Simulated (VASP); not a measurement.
Crystal: BaS.

```xyz
2
Lattice="3.9769 0.0000 0.0000 0.0000 3.9769 0.0000 0.0000 0.0000 3.9769" Properties=species:S:1:pos:R:3 pbc="T T T"
Ba    0.0000    0.0000    0.0000
S     1.9885    1.9885    1.9885
```

| Item | Value |
| --- | --- |
| Program | VASP 6.6.1 |
| Task | relaxation of cell and atoms |
| Functional | PBE |
| Potentials or basis | VASP PAW PBE potentials, release 64 (Ba_sv, S) |
| Cutoff | 600 eV |
| k mesh | 6 × 6 × 6 |
| Occupations | fermi-dirac, width 0.02 eV |
| Spin | no spin polarisation |

At the start: pressure -3.2 GPa; volume 31.45 Å³/atom.

Problem. How do energy, volume and symmetry change on relaxing?

Solution. Over 3 steps the energy falls by 27.1 meV/atom and the volume is 28.91 Å³/atom (-8.1 %); space group Pm-3m (No. 221, to 0.1 Å) before and after.

The path:
```csv
step,energy change (eV),largest force (eV/Å),pressure (GPa),volume (Å³)
1,0.0000,0.0000,-3.17,62.90
2,-0.0538,0.0000,0.33,57.41
3,-0.0542,0.0000,0.00,57.81
```

Final structure:
```
CELL_PARAMETERS angstrom
3.86670 0.00000 0.00000
0.00000 3.86670 0.00000
0.00000 0.00000 3.86670
ATOMIC_POSITIONS crystal
Ba 0.00000 0.00000 0.00000
S 0.50000 0.50000 0.50000
```
